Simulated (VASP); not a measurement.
Input of a VASP 6.6.1 run:

File INCAR:

```
PREC = Accurate
ENCUT = 400
EDIFF = 1E-7
ISMEAR = 0
SIGMA = 0.02
LREAL = False
LASPH = True
ALGO = Normal
NELM = 100
ISIF = 2
LWAVE = False
LCHARG = False
```

KPOINTS

```
k-points
0
Gamma
  6 6 6
```

Contents of POSCAR:

```
TePb
1.0
    4.0022870000      0.0000000000      0.0000000000
    0.0000000000      4.0022870000      0.0000000000
    0.0000000000      0.0000000000      4.0022870000
Pb Te
1 1
Direct
    0.0019250000      0.0014740000      0.0027540000
    0.5015840000      0.5032400000      0.5018580000
```

Potentials or basis: VASP PAW PBE potentials, release 64 (Pb_d, Te).

Command:

```sh
$ cat potpaw_PBE.64/Pb_d/POTCAR potpaw_PBE.64/Te/POTCAR > POTCAR
$ mpirun -np 1 vasp_std > vasp.out
```

(1) Estimate the largest force.

(2) Predict the band gap on the k mesh.

## Answers

(1) 0.009 eV/Å.

(2) zero (bands 10 and 11 overlap by 1.22 eV).

Caveat: the cell differs from its parent crystal (atoms moved at random); spin-orbit coupling is left out, which moves the levels of the heavy elements.
